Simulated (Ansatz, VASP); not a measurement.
## Al2BP3: VASP beside Ansatz

```
Al B P
1.0
     5.86934    0.00000    0.00000
    -2.93467    5.08300    0.00000
     0.00000    0.00000    3.23904
Al B P
2 1 3
Direct
  0.33333 0.66667 0.00000
  0.66667 0.33333 0.00000
  0.00000 0.00000 0.00000
  0.50000 0.00000 0.50000
  0.50000 0.50000 0.50000
  0.00000 0.50000 0.50000
```

Change from the starting cell: species swapped into the ErB2Ru3 type (P6/mmm, No. 191).

Alike in both runs: task relaxation of cell and atoms; functional PBE; k mesh 3 × 3 × 6; occupations gaussian, width 0.1 eV; no spin polarisation.

```csv
,VASP,Ansatz
version,VASP 6.6.1,Ansatz 0.2.0
potentials or method,"VASP PAW PBE potentials, release 64 (Al, B, P), cutoff 600 eV","scalar-relativistic, plane waves, PAW"
valence electrons in the cell,24,24
```

Ansatz gave:

```
gap on the k mesh at the Fermi level, each at its own relaxed structure (eV) : none
relaxed volume (Å³/atom)                                                     : 18.64
relaxed length of the cell vector where the two differ most in proportion (Å)              : 3.426
```

**Question.** What did VASP give for the same quantities?

**Answer.** gap on the k mesh at the Fermi level, each at its own relaxed structure (eV): none; relaxed volume (Å³/atom): 18.65; relaxed length of the cell vector where the two differ most in proportion (Å): 3.427.

A gap of «none» marks a metal or a gap that the smearing closes.

The k mesh is coarse, so the values compare programs but aren't converged. Noted on VASP's run: the volume moved by over 15 % at a fixed basis, so the end points are rough.
